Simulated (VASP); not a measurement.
BaTiO3, 5 atoms in the cell. The typed cell holds 5 atoms: a = 4.057 Å, b = 4.057 Å, c = 4.057 Å, α = 89.85°, β = 89.85°, γ = 89.85°. 

- Program: VASP 6.6.1
- Task: single point
- Functional: PBE
- Potentials or basis: VASP PAW PBE potentials, release 64 (Ba_sv, Ti_sv, O)
- Cutoff: 520 eV
- k mesh: 7 × 7 × 7
- Occupations: fermi-dirac, width 0.05 eV
- Spin: no spin polarisation
- Dipole correction: no
- Further INCAR settings: ALGO = Normal; EDIFF = 1e-07; NBANDS = 28

Potentials or basis: VASP PAW PBE potentials, release 64 (Ba_sv, Ti_sv, O).

Run with:

```console
$ cat potpaw_PBE.64/Ba_sv/POTCAR potpaw_PBE.64/Ti_sv/POTCAR potpaw_PBE.64/O/POTCAR > POTCAR
$ mpirun -np 1 vasp_std > vasp.out
```

Hardware: 1 thread of Oxide Virtual Turin-like Processor, with other jobs on the host.

How long does it take, and how much memory?

It took 4.1 min on 1 thread of Oxide Virtual Turin-like Processor, on a shared host, peak memory 0.38 GiB. Counts: scf iterations 17, k points 172.
